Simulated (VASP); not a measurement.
Crystal: SnSe2.

```
Sn Se
1.0
     3.81100    0.00000    0.00000
    -1.90550    3.30042    0.00000
     0.00000    0.00000    6.13700
Sn Se
1 2
Direct
  0.00000 0.00000 0.00000
  0.33333 0.66667 0.25000
  0.66667 0.33333 0.75000
```

```yaml
Program: VASP 6.6.1
Task: relaxation of cell and atoms
Functional: PBE
Potentials_or_basis: VASP PAW PBE potentials, release 64 (Sn_d, Se)
Cutoff: 600 eV
k_mesh: 6 × 6 × 4
Occupations: gaussian, width 0.1 eV
Spin: no spin polarisation
```

At the start: pressure 5.4 GPa; volume 25.73 Å³/atom.

Question: How do energy, volume and symmetry change on relaxing?

Answer: Over 12 steps the energy falls by 38.0 meV/atom and the volume is 29.19 Å³/atom (+13.4 %); space group P-3m1 (No. 164, to 0.1 Å) before and after.

Step by step:
| step | energy change (eV) | largest force (eV/Å) | pressure (GPa) | volume (Å³) |
| --- | --- | --- | --- | --- |
| 1 | 0.0000 | 0.7269 | 5.40 | 77.19 |
| 2 | -0.0383 | 0.6155 | -3.15 | 87.30 |
| 3 | -0.0986 | 0.0873 | 0.04 | 82.57 |
| 4 | -0.0986 | 0.0734 | 0.15 | 82.46 |
| 5 | -0.0997 | 0.0735 | 0.12 | 82.63 |
| 6 | -0.1025 | 0.0746 | 0.12 | 83.12 |
| 7 | -0.1069 | 0.0750 | 0.12 | 84.12 |
| 8 | -0.1112 | 0.0689 | 0.23 | 86.07 |
| 9 | -0.1131 | 0.0602 | -0.02 | 86.92 |
| 10 | -0.1135 | 0.0539 | -0.19 | 87.56 |
| 11 | -0.1138 | 0.0273 | 0.09 | 87.56 |
| 12 | -0.1139 | 0.0039 | 0.01 | 87.56 |

Final structure:
```
CELL_PARAMETERS angstrom
3.88349 0.00000 0.00000
-1.94174 3.36320 0.00000
0.00000 0.00000 6.70390
ATOMIC_POSITIONS crystal
Sn 0.00000 0.00000 0.00000
Se 0.33333 0.66667 0.23718
Se 0.66667 0.33333 0.76282
```

Caveat: this functional lacks dispersion, which binds layers or chains, so the pressure and a relaxed spacing across them are unreliable.
